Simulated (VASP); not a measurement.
# NaH (Pm-3m) in VASP: a series of runs, part 2 of 2

VASP 6.6.1. Earlier steps stand in the parts before.

## 3. Single point, PBE

INCAR reads:

```
PREC = Accurate
ENCUT = 520
EDIFF = 1E-7
ISMEAR = 0
SIGMA = 0.01
LREAL = F
LASPH = T
NELM = 100
ALGO = Normal
ISIF = 2
LWAVE = F
LCHARG = F
GGA = PE
NBANDS = 11
```

KPOINTS reads:

```
regular mesh
0
Gamma
  8 8 8
```

POSCAR reads:

```
NaH
1.0
    2.9323912055      0.0000000000      0.0000000000
    0.0000000000      2.9323912055      0.0000000000
    0.0000000000      0.0000000000      2.9323912055
Na H
1 1
Direct
    0.0000000000      0.0000000000      0.0000000000
    0.5000000000      0.5000000000      0.5000000000
```

Potentials or basis: VASP PAW PBE potentials, release 64 (Na_pv, H).

Started as:

```sh
> cat potpaw_PBE.64/Na_pv/POTCAR potpaw_PBE.64/H/POTCAR > POTCAR
> mpirun -np 1 vasp_std > vasp.out
```

OUTCAR:

```text
PREC = Accurate
   ENCUT = 520
   EDIFF = 1E-7
   ISMEAR = 0
   LREAL = F
   LASPH = T
   NELM = 100
   ISIF = 2
   GGA = PE

 ion  position               nearest neighbor table
   1  0.000  0.000  0.000-
   2  0.500  0.500  0.500-

  LATTYP: Found a simple cubic cell.
 ALAT       =     2.9323912055

  Lattice vectors:

 A1 = (   2.9323912055,   0.0000000000,   0.0000000000)
 A2 = (   0.0000000000,   2.9323912055,   0.0000000000)
 A3 = (   0.0000000000,   0.0000000000,   2.9323912055)

Analysis of symmetry for initial positions (statically):
=====================================================================
 Subroutine PRICEL returns:
 Original cell was already a primitive cell.

 Routine SETGRP: Setting up the symmetry group for a
 simple cubic supercell.

 Subroutine GETGRP returns: Found 48 space group operations
 (whereof 48 operations were pure point group operations)
 out of a pool of 48 trial point group operations.

The static configuration has the point symmetry O_h .

Analysis of symmetry for dynamics (positions and initial velocities):
=====================================================================
 Subroutine PRICEL returns:
 Original cell was already a primitive cell.

 Routine SETGRP: Setting up the symmetry group for a
 simple cubic supercell.

 Subroutine GETGRP returns: Found 48 space group operations
 (whereof 48 operations were pure point group operations)
 out of a pool of 48 trial point group operations.

The dynamic configuration has the point symmetry O_h .

 Subroutine INISYM returns: Found 48 space group operations
 (whereof 48 operations are pure point group operations),
 and found     1 'primitive' translations

----------------------------------------------------------------------------------------

                                     Primitive cell

  volume of cell :      25.2154

  direct lattice vectors                    reciprocal lattice vectors
     2.932391206  0.000000000  0.000000000     0.341018619  0.000000000  0.000000000
     0.000000000  2.932391206  0.000000000     0.000000000  0.341018619  0.000000000
     0.000000000  0.000000000  2.932391206     0.000000000  0.000000000  0.341018619

  length of vectors
     2.932391206  2.932391206  2.932391206     0.341018619  0.341018619  0.341018619

  position of ions in fractional coordinates (direct lattice)
     0.000000000  0.000000000  0.000000000
     0.500000000  0.500000000  0.500000000

  ion indices of the primitive-cell ions
   primitive index   ion index
                 1           1
                 2           2

----------------------------------------------------------------------------------------

 KPOINTS: regular mesh

Automatic generation of k-mesh.
 Grid dimensions read from file:
 generate k-points for:    8    8    8

 Generating k-lattice:

  Cartesian coordinates                     Fractional coordinates (reciprocal lattice)
     0.042627327  0.000000000  0.000000000     0.125000000  0.000000000  0.000000000
     0.000000000  0.042627327  0.000000000     0.000000000  0.125000000  0.000000000
     0.000000000  0.000000000  0.042627327     0.000000000  0.000000000  0.125000000

  Length of vectors
     0.042627327  0.042627327  0.042627327

  Shift w.r.t. Gamma in fractional coordinates (k-lattice)
     0.000000000  0.000000000  0.000000000

 Subroutine IBZKPT returns following result:
 ===========================================

 Found     35 irreducible k-points:

 Following reciprocal coordinates:
            Coordinates               Weight
  0.000000  0.000000  0.000000      1.000000
  0.125000  0.000000  0.000000      6.000000
  0.250000  0.000000  0.000000      6.000000
  0.375000  0.000000  0.000000      6.000000
  0.500000  0.000000  0.000000      3.000000
  0.125000  0.125000  0.000000     12.000000
[... 16 lines left out ...]
  0.375000  0.375000  0.125000     24.000000
  0.500000  0.375000  0.125000     24.000000
 [... further k-points ...]
   k-points           NKPTS =     35   k-points in BZ     NKDIM =     35   number of bands    NBANDS=     11
   number of dos      NEDOS =    301   number of ions     NIONS =      2
   total plane-waves  NPLWV =  13824
   dimension x,y,z NGX =    24 NGY =   24 NGZ =   24
   dimension x,y,z NGXF=    48 NGYF=   48 NGZF=   48
   ions per type =               1   1
   NGX,Y,Z   is equivalent  to a cutoff of  13.61, 13.61, 13.61 a.u.
   NGXF,Y,Z  is equivalent  to a cutoff of  27.21, 27.21, 27.21 a.u.
 SYSTEM =  unknown system
   PREC   = accura    normal or accurate (medium, high low for compatibility)
   ISTART =      0    job   : 0-new  1-cont  2-samecut
   ICHARG =      2    charge: 1-file 2-atom 10-const
   ISPIN  =      1    spin polarized calculation?
   LNONCOLLINEAR =      F non collinear calculations
   LSORBIT =      F    spin-orbit coupling
   LASPH  =      T    aspherical Exc in radial PAW
   ENCUT  =  520.0 eV  38.22 Ry    6.18 a.u.   5.45  5.45  5.45*2*pi/ulx,y,z
   NELM   =    100;   NELMIN=  2; NELMDL= -5     # of ELM steps
   EDIFF  = 0.1E-06   stopping-criterion for ELM
   LREAL  =      F    real-space projection
   EDIFFG = 0.1E-05   stopping-criterion for IOM
   NSW    =      0    number of steps for IOM
   IBRION =     -1    ionic relax: 0-MD 1-quasi-New 2-CG
   NFREE  =      0    steps in history (QN), initial steepest desc. (CG)
   ISIF   =      2    stress and relaxation
   ISYM   =      2    0-nonsym 1-usesym 2-fastsym
   POTIM  = 0.5000    time-step for ionic-motion
   TEBEG  =    0.0;   TEEND  =   0.0 temperature during run
   PSTRESS=    0.0 pullay stress
   NELECT =       8.0000    total number of electrons
   NUPDOWN=      -1.0000    fix difference up-down
   EMIN   =  10.00;   EMAX   =-10.00  energy-range for DOS
   EFERMI =   0.00;   METHOD = LEGACY
   ISMEAR =     0;   SIGMA  =   0.01  broadening in eV -4-tet -1-fermi 0-gaus
   EFERMI_NEDOS =   21; number of points for ismear=-14 and -15
   IALGO  =     38    algorithm
   IMIX   =      4    mixing-type and parameters
     AMIX     =   0.40;   BMIX     =  1.00
     AMIX_MAG =   1.60;   BMIX_MAG =  1.00
  volume/ion in A,a.u.               =      12.61        85.08
  Fermi-wavevector in a.u.,A,eV,Ry     =   1.116562  2.109997 16.962535  1.246711
  Thomas-Fermi vector in A             =   2.253177
   LORBIT       =      0    0 simple, 1 ext, 2 COOP (PROOUT), +10 PAW based schemes
   GGA     = PE    functional components
   LHFCALC =     F    Hartree Fock is set to
   AEXX    =    0.0000 exact exchange contribution
   IVDW    =     0    specifies the selected vdW correction
   LEPSILON=     F    determine dielectric tensor
   LRPA    =     F    only Hartree local field effects (RPA)
 non-spin polarized calculation
 Gauss-broadening in eV      SIGMA  =   0.01
  energy-cutoff  :      520.00
  volume of cell :       25.22
 maximum number of plane-waves:       691
 NGX is ok and might be reduce to    24
   NGX = 11   NGY = 11   NGZ = 11

 number of electron       8.0000014 magnetization

 Free energy of the ion-electron system (eV)
  ---------------------------------------------------
  ext. energy  EPLUGINS =         0.00000000
  ---------------------------------------------------
  free energy    TOTEN  =        -4.77028707 eV

  energy without entropy =       -4.77028707  energy(sigma->0) =       -4.77028707

 E-fermi :   1.4975     XC(G=0):  -8.2405

 val. band max:        1.4232201497   @ k =   0.5000   0.5000   0.5000
 cond. band min:       2.4555332194   @ k =   0.5000   0.0000   0.0000
 fundamental gap:      1.0323130697
 Fermi energy:         1.4974733232

 k-point     1 :       0.0000    0.0000    0.0000
  band No.  band energies     occupation
      1     -23.1389      2.00000
      2     -23.1389      2.00000
      3     -23.1389      2.00000
      4      -4.6059      2.00000
      5      10.2685      0.00000
      6      12.4801      0.00000
      7      12.4801      0.00000
      8      14.0839      0.00000
      9      14.0839      0.00000
     10      14.0839      0.00000
     11      27.4168      0.00000
[... 309 lines left out ...]
 k-point    24 :       0.5000    0.3750    0.1250
  band No.  band energies     occupation
      1     -23.2967      2.00000
      2     -23.2671      2.00000
      3     -23.1333      2.00000
      4      -0.5144      2.00000
      5       5.0299      0.00000
      6       6.7758      0.00000
      7       9.9313      0.00000
      8      13.6449      0.00000
      9      17.2226      0.00000
     10      18.3651      0.00000
     11      22.6810      0.00000

 [... further k-points ...]
[... 5 lines left out ...]
  --------------------------------------------------------------------------------------
  -------------------------------------------------------------------------------------
  Total        0.1225966      0.1225966      0.1225966      0.0000000      0.0000000     -0.0000000
  in kB        7.7897459      7.7897459      7.7897459      0.0000000      0.0000000     -0.0000000
  external PRESSURE =       7.7897459 kB  Pullay stress =       0.0000000 kB

 VOLUME and BASIS-vectors are now :
 -----------------------------------------------------------------------------
  energy-cutoff  :      520.00
  volume of cell :       25.22
      direct lattice vectors                 reciprocal lattice vectors
     2.932391206  0.000000000  0.000000000     0.341018619  0.000000000  0.000000000
     0.000000000  2.932391206  0.000000000     0.000000000  0.341018619  0.000000000
     0.000000000  0.000000000  2.932391206     0.000000000  0.000000000  0.341018619

 POSITION                                       TOTAL-FORCE (eV/Angst)
 -----------------------------------------------------------------------------------
      0.00000      0.00000      0.00000         0.000000      0.000000      0.000000
      1.46620      1.46620      1.46620         0.000000      0.000000      0.000000
 -----------------------------------------------------------------------------------
    total drift:                                0.000000      0.000000      0.000000

  FREE ENERGIE OF THE ION-ELECTRON SYSTEM (eV)
  ---------------------------------------------------
  free  energy   TOTEN  =        -4.7702870688 eV

  energy  without entropy=       -4.7702870688  energy(sigma->0) =       -4.77028707
```

OSZICAR:

```text
N       E                     dE             d eps       ncg     rms          rms(c)
DAV:   1     0.394152566537E+02    0.39415E+02   -0.44692E+03   773   0.760E+02
DAV:   2    -0.389804389979E+01   -0.43313E+02   -0.41863E+02   800   0.199E+02
DAV:   3    -0.522885794530E+01   -0.13308E+01   -0.13294E+01   915   0.334E+01
DAV:   4    -0.523616641905E+01   -0.73085E-02   -0.73080E-02   872   0.251E+00
DAV:   5    -0.523621680753E+01   -0.50388E-04   -0.50388E-04   886   0.216E-01    0.312E+00
DAV:   6    -0.488082479941E+01    0.35539E+00   -0.34510E-01   864   0.325E+00    0.148E+00
DAV:   7    -0.476798332217E+01    0.11284E+00   -0.37924E-01   827   0.252E+00    0.375E-01
DAV:   8    -0.477053792039E+01   -0.25546E-02   -0.91461E-03   857   0.109E+00    0.725E-02
DAV:   9    -0.477030789828E+01    0.23002E-03   -0.16516E-03   887   0.419E-01    0.277E-02
DAV:  10    -0.477028615544E+01    0.21743E-04   -0.99631E-05   859   0.570E-02    0.285E-03
DAV:  11    -0.477028702405E+01   -0.86861E-06   -0.13706E-06   851   0.783E-03    0.192E-03
DAV:  12    -0.477028706884E+01   -0.44797E-07   -0.12896E-07   851   0.282E-03
   1 F= -.47702871E+01 E0= -.47702871E+01  d E =-.125078E-28
```

stdout:

```text
POSCAR found type information on POSCAR NaH
 POSCAR found :  2 types and       2 ions
 scaLAPACK will be used
 LDA part: xc-table for (Slater+PW92), standard interpolation
 POSCAR, INCAR and KPOINTS ok, starting setup
 FFT: planning ... GRIDC
 FFT: planning ... GRID_SOFT
 FFT: planning ... GRID
 WAVECAR not read
 entering main loop
```

It took 7.2 s on 1 thread of Intel Xeon 8259CL, shared host; peak memory 0.13 GiB.

Results:

| Item | Value |
| --- | --- |
| Free energy | -4.7703 eV |
| Pressure | 0.8 GPa |
| Band gap on the k mesh | 1.03 eV (least direct gap 4.50 eV) |

Levels at points of the mesh, in eV from the valence-band top:
| k point | band 1 | band 2 | band 3 | band 4 | band 5 | band 6 | band 7 | band 8 |
| --- | --- | --- | --- | --- | --- | --- | --- | --- |
| (0.00, 0.00, 0.00) | -24.56 | -24.56 | -24.56 | -6.03 | 8.85 | 11.06 | 11.06 | 12.66 |
| (0.50, 0.00, 0.00) | -24.75 | -24.55 | -24.55 | -3.47 | 1.03 | 11.09 | 14.35 | 14.68 |
| (0.50, 0.50, 0.00) | -24.72 | -24.72 | -24.53 | -1.77 | 4.31 | 4.31 | 6.93 | 14.89 |
| (0.50, 0.50, 0.50) | -24.69 | -24.69 | -24.69 | 0.00 | 6.93 | 6.93 | 6.93 | 9.27 |

Caveat: the structure was generated, so it needn't be the stable form of NaH.
